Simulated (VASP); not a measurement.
Wanted: the native input for a VASP 6.6.1 run.

* Task: single point
* Functional: r2SCAN
* Potentials or basis: VASP PAW PBE potentials, release 64 (Li_sv, K_sv, F)
* Cutoff: 520 eV
* k mesh: 8 × 8 × 8
* Occupations: gaussian, width 0.01 eV
* Spin: no spin polarisation
* Dipole correction: no
* Further INCAR settings: ALGO = Normal; EDIFF = 1e-06; NBANDS = 21

KLiF2:

```
Li K F
1.0
     1.65412    0.95501    5.75969
    -1.65412    0.95501    5.75969
     0.00000   -1.91002    5.75969
Li K F
1 1 2
Cartesian
  1.6541 0.9550 5.7597
  0.0000 0.0000 8.6395
  0.0000 0.0000 4.6471
  0.0000 0.0000 12.6319
```

These files were run (other wordings do the same):

POSCAR

```
KLiF2
1.0
    1.6541218764      0.9550077106      5.7596873398
   -1.6541218764      0.9550077106      5.7596873398
    0.0000000000     -1.9100154212      5.7596873398
Li K F
1 1 2
Direct
    1.0000000000      0.0000000000      0.0000000000
    0.5000000000      0.5000000000      0.5000000000
    0.2689466835      0.2689466835      0.2689466835
    0.7310533165      0.7310533165      0.7310533165
```

INCAR.step1

```
ALGO = Normal
EDIFF = 1E-4
ENCUT = 520
GGA = PE
ISMEAR = 0
LASPH = True
LCHARG = False
LREAL = False
LWAVE = True
NBANDS = 21
NELM = 100
PREC = Accurate
SIGMA = 0.01
```

INCAR.step2

```
ALGO = Normal
EDIFF = 1E-6
ENCUT = 520
ISIF = 2
ISMEAR = 0
ISTART = 1
LASPH = True
LCHARG = False
LMIXTAU = True
LREAL = False
LWAVE = False
METAGGA = R2SCAN
NBANDS = 21
NELM = 100
PREC = Accurate
SIGMA = 0.01
```

KPOINTS

```
k-points
0
Gamma
  8 8 8
```

Potentials or basis: VASP PAW PBE potentials, release 64 (Li_sv, K_sv, F).

The run is started by

```console
$ cat potpaw_PBE.64/Li_sv/POTCAR potpaw_PBE.64/K_sv/POTCAR potpaw_PBE.64/F/POTCAR > POTCAR
$ cp INCAR.step1 INCAR
$ mpirun -np 1 vasp_std > vasp.out
$ cp INCAR.step2 INCAR
$ mpirun -np 1 vasp_std > vasp.out
```

Results of the run:

```yaml
Largest_force: 0.077 eV/Å
Band_gap_on_the_k_mesh: 7.13 eV
```

Caveat: the PAW data sets were made with another functional, which shifts forces and pressure a little.

Run time: 16 min on 1 thread of Intel Xeon 8259CL, on a shared host, peak memory 0.4 GiB.
